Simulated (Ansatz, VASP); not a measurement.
GaN in VASP and in Ansatz

Contents of POSCAR:

```
GaN
1.0
    2.9672035353      0.0000000000      0.0000000000
   -1.4836017677      2.5696736398      0.0000000000
    0.0000000000      0.0000000000      5.0329255188
Ga N
2 2
Direct
    0.0000000000      0.0000000000      0.0000000000
    0.0000000000      0.0000000000      0.5000000000
    0.3333333333      0.6666666667      0.2500000000
    0.6666666667      0.3333333333      0.7500000000
```

INCAR.step1

```
SYSTEM = GaN
  PREC = Accurate
  ENCUT = 1460
  ISMEAR = 0
  SIGMA = 0.01
  LREAL = .False.
  LASPH = .True.
  NELM = 120
  NBANDS = 26
  GGA = PE
  ALGO = Normal
  EDIFF = 1E-5
  LWAVE = .True.
  LCHARG = .False.
  GGA_COMPAT = .False.
```

Contents of INCAR.step2:

```
SYSTEM = GaN
  PREC = Accurate
  ENCUT = 1460
  EDIFF = 1E-6
  ISMEAR = 0
  SIGMA = 0.01
  LREAL = .False.
  LASPH = .True.
  NELM = 120
  ALGO = Normal
  ISIF = 2
  LWAVE = .False.
  LCHARG = .True.
  METAGGA = R2SCAN
  LMIXTAU = .True.
  LELF = .True.
  LVHAR = .True.
  NBANDS = 26
  ISTART = 1
  GGA_COMPAT = .False.
```

KPOINTS

```
regular mesh
0
Gamma
  9 9 4
  0 0 0
```

Input for Ansatz:

```yaml
crystal:
  lattice:
    - [2.9672035353, 0.0, 0.0]
    - [-1.4836017677, 2.5696736398, 0.0]
    - [0.0, 0.0, 5.0329255188]
  atoms:
    - { symbol: Ga, position: [0.0, 0.0, 0.0] }
    - { symbol: Ga, position: [0.0, 0.0, 0.5] }
    - { symbol: "N", position: [0.3333333333, 0.6666666667, 0.25] }
    - { symbol: "N", position: [0.6666666667, 0.3333333333, 0.75] }
kpoints:
  mp_grid: { grid: [9, 9, 4] }
hamiltonian:
  xc: r2scan
scf:
  occupations: { method: fixed }
  n_extra_bands: 5
output:
  forces: true
  stress: true
  eigenvalues: true
```

Alike in both runs: task single point; functional r2SCAN; k mesh 9 × 9 × 4; no spin polarisation.

|  | VASP | Ansatz |
| --- | --- | --- |
| version | VASP 6.6.1 | Ansatz 0.2.0 |
| potentials or method | VASP PAW PBE potentials, release 64 (Ga_d, N_h) | plane waves, PAW |
| plane-wave cutoff (eV) | 1460 | 500 |
| occupations | gaussian, width 0.01 eV | fixed |
| valence electrons in the cell | 36 | 36 |

|  | VASP | Ansatz | Ansatz less VASP |
| --- | --- | --- | --- |
| gap on the k mesh at the Fermi level (eV) | 1.89 | 1.91 | +0.024 |
| pressure (GPa) | 1.0 | 0.0 | -1.00 |
| traceless stress, the component that is largest in VASP (GPa) | 0.07 | 0.00 | -0.076 |

VASP's potentials were made for PBE, not for r2SCAN.
